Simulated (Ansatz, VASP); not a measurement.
**One calculation of BP, two programs**

Contents of POSCAR:

```
BP
1.0
    0.0000000000      2.2226808807      2.2226808807
    2.2226808807      0.0000000000      2.2226808807
    2.2226808807      2.2226808807      0.0000000000
P B
1 1
Direct
    0.7500000000      0.7500000000      0.7500000000
    0.0000000000      0.0000000000      0.0000000000
```

INCAR.step1

```
SYSTEM = BP
  PREC = Accurate
  ENCUT = 520
  EDIFF = 1E-5
  ISMEAR = -1
  SIGMA = 0.05
  LREAL = .FALSE.
  LASPH = .TRUE.
  NELM = 100
  ALGO = Normal
  ISIF = 2
  LWAVE = .TRUE.
  LCHARG = .FALSE.
  GGA = PE
  NBANDS = 11
```

Contents of INCAR.step2:

```
SYSTEM = BP
  PREC = Accurate
  ENCUT = 520
  EDIFF = 1E-6
  ISMEAR = -1
  SIGMA = 0.05
  LREAL = .FALSE.
  LASPH = .TRUE.
  NELM = 100
  ALGO = Normal
  ISIF = 2
  LWAVE = .FALSE.
  LCHARG = .FALSE.
  GGA = PE
  LHFCALC = .TRUE.
  AEXX = 0.25
  HFSCREEN = 0.3
  PRECFOCK = Normal
  ISTART = 1
  NBANDS = 11
```

KPOINTS

```
Automatic mesh
0
G
  5 5 5
  0 0 0
```

input.yaml

```yaml
crystal:
  lattice:
    - [0.0, 2.2226808807, 2.2226808807]
    - [2.2226808807, 0.0, 2.2226808807]
    - [2.2226808807, 2.2226808807, 0.0]
  atoms:
    - { symbol: P, position: [0.75, 0.75, 0.75] }
    - { symbol: B, position: [0.0, 0.0, 0.0] }
hamiltonian:
  xc: { exchange: pbe, correlation: pbe, exx: { coeff: 0.25, omega: 0.3 } }
  pseudopotentials: { kind: paw }
kpoints:
  mp_grid: { grid: [5, 5, 5] }
scf:
  occupations: { method: fermi_dirac, width: 0.05 }
output:
  forces: true
  stress: true
  eigenvalues: true
```

Alike in both runs: task single point; functional PBE-based screened hybrid with a share of 0.25 of exact exchange and HFSCREEN = 0.3; k mesh 5 × 5 × 5; occupations fermi-dirac, width 0.05 eV; no spin polarisation.

```csv
,VASP,Ansatz
version,VASP 6.6.1,Ansatz 0.2.0
potentials or method,"VASP PAW PBE potentials, release 64 (P, B)",Ansatz PAW
plane-wave cutoff (eV),520,420
valence electrons in the cell,8,8
```

|  | VASP | Ansatz | Ansatz less VASP |
| --- | --- | --- | --- |
| gap on the k mesh at the Fermi level (eV) | 1.71 | 1.71 | +0.005 |
| least direct gap on the mesh (eV) | 4.26 | 4.26 | +0.006 |
| pressure (GPa) | 10.1 | 10.8 | +0.66 |

VASP's potentials were made for PBE, not for PBE-based screened hybrid.

The k mesh is coarse, so the values compare programs but aren't converged. Noted on Ansatz's run: odd divisions of the mesh miss points on the zone boundary, where band edges often lie, so the gap on the mesh can be too wide.
